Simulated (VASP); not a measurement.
# Li7B (Fm-3m) in VASP: notebook, part 2 of 2

VASP 6.6.1. Earlier steps stand in the parts before.

## 4. Relaxation of cell and atoms, PBE

This run uses another cell than the first one, of 29.78 Å³/atom.

INCAR

```
SYSTEM = Li7B
PREC     = Accurate       ! precision mode
ENCUT    = 600            ! plane-wave cutoff, eV
EDIFF    = 1E-6           ! SCF threshold, eV
ISMEAR   = 0              ! smearing method
SIGMA    = 0.1            ! smearing width, eV
LREAL    = .False.        ! projectors in reciprocal space
LASPH    = .True.         ! aspherical terms in the spheres
NELM     = 80             ! most SCF steps
ALGO     = Fast           ! electronic algorithm
ISIF     = 3              ! what is computed and relaxed
LWAVE    = .False.        ! write WAVECAR
LCHARG   = .False.        ! write CHGCAR
GGA      = PE             ! functional
IBRION   = 2              ! ionic algorithm
NSW      = 100            ! ionic steps
EDIFFG   = -0.01          ! ionic threshold
```

KPOINTS

```
regular mesh
0
Gamma
  8 8 8
  0 0 0
```

POSCAR

```
Li7B
1.0
    0.0000000000      4.9206106278      4.9206106278
    4.9206106278      0.0000000000      4.9206106278
    4.9206106278      4.9206106278      0.0000000000
Li B
7 1
Direct
    0.7173545434      0.2826454566      0.2826454566
    0.2826454566      0.7173545434      0.7173545434
    0.2826454566      0.7173545434      0.2826454566
    0.7173545434      0.2826454566      0.7173545434
    0.2826454566      0.2826454566      0.7173545434
    0.7173545434      0.7173545434      0.2826454566
    0.0000000000      0.0000000000      0.0000000000
    0.5000000000      0.5000000000      0.5000000000
```

Potentials or basis: VASP PAW PBE potentials, release 64 (Li_sv, B).

The run is started by

```sh
$ cat potpaw_PBE.64/Li_sv/POTCAR potpaw_PBE.64/B/POTCAR > POTCAR
$ mpirun -np 1 vasp_std > vasp.out
```

OUTCAR:

```text
SYSTEM = Li7B
   PREC = Accurate
   ENCUT = 600
   EDIFF = 1E-6
   ISMEAR = 0
   LREAL = .False.
   LASPH = .True.
   NELM = 80
   ISIF = 3
   GGA = PE
   IBRION = 2
   NSW = 100
   EDIFFG = -0.01

 ion  position               nearest neighbor table
   1  0.717  0.283  0.283-   8 2.14
   2  0.283  0.717  0.717-   8 2.14
   3  0.283  0.717  0.283-   8 2.14
   4  0.717  0.283  0.717-   8 2.14
   5  0.283  0.283  0.717-   8 2.14
   6  0.717  0.717  0.283-   8 2.14
   7  0.000  0.000  0.000-
   8  0.500  0.500  0.500-   1 2.14   2 2.14   3 2.14   4 2.14   5 2.14   6 2.14

  LATTYP: Found a face centered cubic cell.
 ALAT       =     9.8412212556

  Lattice vectors:

 A1 = (   0.0000000000,   4.9206106278,   4.9206106278)
 A2 = (   4.9206106278,   0.0000000000,   4.9206106278)
 A3 = (   4.9206106278,   4.9206106278,   0.0000000000)

Analysis of symmetry for initial positions (statically):
=====================================================================
 Subroutine PRICEL returns:
 Original cell was already a primitive cell.

 Routine SETGRP: Setting up the symmetry group for a
 face centered cubic supercell.

 Subroutine GETGRP returns: Found 48 space group operations
 (whereof 48 operations were pure point group operations)
 out of a pool of 48 trial point group operations.

The static configuration has the point symmetry O_h .

Analysis of symmetry for dynamics (positions and initial velocities):
=====================================================================
 Subroutine PRICEL returns:
 Original cell was already a primitive cell.

 Routine SETGRP: Setting up the symmetry group for a
 face centered cubic supercell.

 Subroutine GETGRP returns: Found 48 space group operations
 (whereof 48 operations were pure point group operations)
 out of a pool of 48 trial point group operations.

The dynamic configuration has the point symmetry O_h .

 Subroutine INISYM returns: Found 48 space group operations
 (whereof 48 operations are pure point group operations),
 and found     1 'primitive' translations

----------------------------------------------------------------------------------------

                                     Primitive cell

  volume of cell :     238.2797

  direct lattice vectors                    reciprocal lattice vectors
     0.000000000  4.920610628  4.920610628    -0.101613405  0.101613405  0.101613405
     4.920610628  0.000000000  4.920610628     0.101613405 -0.101613405  0.101613405
     4.920610628  4.920610628  0.000000000     0.101613405  0.101613405 -0.101613405

  length of vectors
     6.958794285  6.958794285  6.958794285     0.175999580  0.175999580  0.175999580

  position of ions in fractional coordinates (direct lattice)
     0.717354543  0.282645457  0.282645457
     0.282645457  0.717354543  0.717354543
     0.282645457  0.717354543  0.282645457
     0.717354543  0.282645457  0.717354543
     0.282645457  0.282645457  0.717354543
     0.717354543  0.717354543  0.282645457
     0.000000000  0.000000000  0.000000000
     0.500000000  0.500000000  0.500000000

  ion indices of the primitive-cell ions
   primitive index   ion index
                 1           1
[... 60 lines left out ...]
 [... further k-points ...]
   k-points           NKPTS =     29   k-points in BZ     NKDIM =     29   number of bands    NBANDS=     17
   number of dos      NEDOS =    301   number of ions     NIONS =      8
   total plane-waves  NPLWV = 175616
   dimension x,y,z NGX =    56 NGY =   56 NGZ =   56
   dimension x,y,z NGXF=   112 NGYF=  112 NGZF=  112
   ions per type =               7   1
   NGX,Y,Z   is equivalent  to a cutoff of  13.38, 13.38, 13.38 a.u.
   NGXF,Y,Z  is equivalent  to a cutoff of  26.76, 26.76, 26.76 a.u.
 SYSTEM =  Li7B
   PREC   = accura    normal or accurate (medium, high low for compatibility)
   ISTART =      0    job   : 0-new  1-cont  2-samecut
   ICHARG =      2    charge: 1-file 2-atom 10-const
   ISPIN  =      1    spin polarized calculation?
   LNONCOLLINEAR =      F non collinear calculations
   LSORBIT =      F    spin-orbit coupling
   LASPH  =      T    aspherical Exc in radial PAW
   ENCUT  =  600.0 eV  44.10 Ry    6.64 a.u.  13.90 13.90 13.90*2*pi/ulx,y,z
   NELM   =     80;   NELMIN=  2; NELMDL= -5     # of ELM steps
   EDIFF  = 0.1E-05   stopping-criterion for ELM
   LREAL  =      F    real-space projection
   EDIFFG = -.1E-01   stopping-criterion for IOM
   NSW    =    100    number of steps for IOM
   IBRION =      2    ionic relax: 0-MD 1-quasi-New 2-CG
   NFREE  =      1    steps in history (QN), initial steepest desc. (CG)
   ISIF   =      3    stress and relaxation
   ISYM   =      2    0-nonsym 1-usesym 2-fastsym
   POTIM  = 0.5000    time-step for ionic-motion
   TEBEG  =    0.0;   TEEND  =   0.0 temperature during run
   PSTRESS=    0.0 pullay stress
   NELECT =      24.0000    total number of electrons
   NUPDOWN=      -1.0000    fix difference up-down
   EMIN   =  10.00;   EMAX   =-10.00  energy-range for DOS
   EFERMI =   0.00;   METHOD = LEGACY
   ISMEAR =     0;   SIGMA  =   0.10  broadening in eV -4-tet -1-fermi 0-gaus
   EFERMI_NEDOS =   21; number of points for ismear=-14 and -15
   IALGO  =     68    algorithm
   IMIX   =      4    mixing-type and parameters
     AMIX     =   0.40;   BMIX     =  1.00
     AMIX_MAG =   1.60;   BMIX_MAG =  1.00
  volume/ion in A,a.u.               =      29.78       201.00
  Fermi-wavevector in a.u.,A,eV,Ry     =   0.761698  1.439401  7.893884  0.580184
  Thomas-Fermi vector in A             =   1.860996
   LORBIT       =      0    0 simple, 1 ext, 2 COOP (PROOUT), +10 PAW based schemes
   GGA     = PE    functional components
   LHFCALC =     F    Hartree Fock is set to
   AEXX    =    0.0000 exact exchange contribution
   IVDW    =     0    specifies the selected vdW correction
   LEPSILON=     F    determine dielectric tensor
   LRPA    =     F    only Hartree local field effects (RPA)
 conjugate gradient relaxation of ions
 non-spin polarized calculation
 RMM-DIIS sequential band-by-band and
 Gauss-broadening in eV      SIGMA  =   0.10
  energy-cutoff  :      600.00
  volume of cell :      238.28
 maximum number of plane-waves:      7992
   NGX = 27   NGY = 27   NGZ = 27

--------------------------------------- Ionic step        1  -------------------------------------------

 number of electron      24.0000008 magnetization

 Free energy of the ion-electron system (eV)
  ---------------------------------------------------
  ext. energy  EPLUGINS =         0.00000000
  ---------------------------------------------------
  free energy    TOTEN  =       -15.85159309 eV

  energy without entropy =      -15.83943169  energy(sigma->0) =      -15.84551239

------------------------ aborting loop because EDIFF is reached ----------------------------------------

  FORCE on cell =-STRESS in cart. coord.  units (eV):
  Direction    XX          YY          ZZ          XY          YZ          ZX
  --------------------------------------------------------------------------------------
  -------------------------------------------------------------------------------------
  Total        0.5071260      0.5071260      0.5071260     -0.0000000      0.0000000     -0.0000000
  in kB        3.4098831      3.4098831      3.4098831     -0.0000000      0.0000000     -0.0000000
  external PRESSURE =       3.4098831 kB  Pullay stress =       0.0000000 kB
[... 239 lines left out ...]
--------------------------------------- Ionic step        7  -------------------------------------------

 number of electron      23.9999958 magnetization

 Free energy of the ion-electron system (eV)
  ---------------------------------------------------
  ext. energy  EPLUGINS =         0.00000000
  ---------------------------------------------------
  free energy    TOTEN  =       -15.85636335 eV

  energy without entropy =      -15.84603004  energy(sigma->0) =      -15.85119669

 E-fermi :  -0.9892     XC(G=0):  -5.7191

 val. band max:       -1.0768673920   @ k =   0.5000   0.0000   0.0000
 cond. band min:      -0.9557628132   @ k =   0.3750   0.0000   0.0000
 fundamental gap:      0.1211045787
 Fermi energy:        -0.9891650614

 k-point     1 :       0.0000    0.0000    0.0000
  band No.  band energies     occupation
      1     -48.2238      2.00000
      2     -47.2201      2.00000
      3     -47.2135      2.00000
      4     -47.2135      2.00000
      5     -47.2135      2.00000
      6     -47.2101      2.00000
[... 457 lines left out ...]
      4     -47.2135      2.00000
      5     -47.2135      2.00000
      6     -47.2102      2.00000
[... 9 lines left out ...]
     16       1.5381      0.00000
     17       1.5740      0.00000

 [... further k-points ...]

------------------------ aborting loop because EDIFF is reached ----------------------------------------

  FORCE on cell =-STRESS in cart. coord.  units (eV):
  Direction    XX          YY          ZZ          XY          YZ          ZX
  --------------------------------------------------------------------------------------
  -------------------------------------------------------------------------------------
  Total        0.0538284      0.0538284      0.0538284      0.0000000     -0.0000000      0.0000000
  in kB        0.3436687      0.3436687      0.3436687      0.0000000     -0.0000000      0.0000000
  external PRESSURE =       0.3436687 kB  Pullay stress =       0.0000000 kB
[... 23 lines left out ...]
  FREE ENERGIE OF THE ION-ELECTRON SYSTEM (eV)
  ---------------------------------------------------
  free  energy   TOTEN  =       -15.8563633466 eV

  energy  without entropy=      -15.8460300388  energy(sigma->0) =      -15.85119669

 reached required accuracy - stopping structural energy minimisation
```

Wall time 19 min (1 thread of AMD EPYC 9R14 (Zen 4), shared host); peak memory 0.49 GiB.

What came out:

| Quantity | Value |
| --- | --- |
| Free energy | -15.8564 eV |
| Relaxed volume | 31.37 Å³/atom |
| Relaxed cell | a = 7.080 Å, b = 7.080 Å, c = 7.080 Å, α = 60.00°, β = 60.00°, γ = 60.00° |
| Space group after relaxing (to 0.1 Å) | Fm-3m (No. 225) |
| Energy gained by relaxing | 0.6 meV/atom |
| Ionic steps | 7 |
| Pressure after relaxing | 0.0 GPa |
| Largest force after relaxing | 0.006 eV/Å |

Forces on the atoms (eV/Å):
```
Li  -0.006  0.000  0.000
Li   0.006  0.000  0.000
Li   0.000 -0.006  0.000
Li   0.000  0.006  0.000
Li   0.000  0.000 -0.006
Li   0.000  0.000  0.006
Li   0.000  0.000  0.000
B    0.000  0.000  0.000
```

Step by step:
```
step  energy change (eV)  largest force (eV/Å)  pressure (GPa)  volume (Å³)
   1              0.0000                0.0296            0.34       238.28
   2             -0.0039                0.0011            0.21       240.47
   3             -0.0062                0.0424            0.05       243.69
   4             -0.0063                0.0471            0.03       244.13
   5             -0.0071                0.0414            0.02       244.81
   6             -0.0089                0.0218            0.01       246.84
   7             -0.0048                0.0064            0.03       250.95
```

Final structure:
```
Li B
1.0
     0.00000    5.00630    5.00630
     5.00630    0.00000    5.00630
     5.00630    5.00630    0.00000
Li B
7 1
Direct
  0.71495 0.28505 0.28505
  0.28505 0.71495 0.71495
  0.28505 0.71495 0.28505
  0.71495 0.28505 0.71495
  0.28505 0.28505 0.71495
  0.71495 0.71495 0.28505
  0.00000 0.00000 0.00000
  0.50000 0.50000 0.50000
```

Caveat: the cutoff is under 1.25 times the usual one of these potentials, so pressure, stress and relaxed cells hold a basis-set (Pulay) error.

## 5. Summary

| task | cell | k mesh | cutoff (eV) | gap on the mesh (eV) | pressure (GPa) | relaxed volume (Å³/atom) |
| --- | --- | --- | --- | --- | --- | --- |
| relaxation of cell and atoms | relaxed from a = 5.799 Å, angles 60.0°, 8 atoms, atomic positions A | 4 × 4 × 4 | 600 | none | 0.0 | 27.31 |
| single point | a = 7.079 Å, angles 60.0°, 8 atoms, atomic positions B | 8 × 8 × 8 | 520 | none | - | - |
| relaxation of cell and atoms | relaxed from a = 6.959 Å, angles 60.0°, 8 atoms, atomic positions C | 8 × 8 × 8 | 600 | - | 0.0 | 31.37 |

Alike in all rows: level PBE; potentials or basis VASP PAW PBE potentials, release 64 (Li_sv, B); no spin polarisation; smearing gaussian 0.1 eV.

Caveats: the cutoff is under 1.25 times the usual one of these potentials, so pressure, stress and relaxed cells hold a basis-set (Pulay) error; the volume moved by over 15 % at a fixed basis, so the end points are rough (at least some runs).

Total energies depend on the potentials used, so only differences within one code and one set of settings carry meaning.
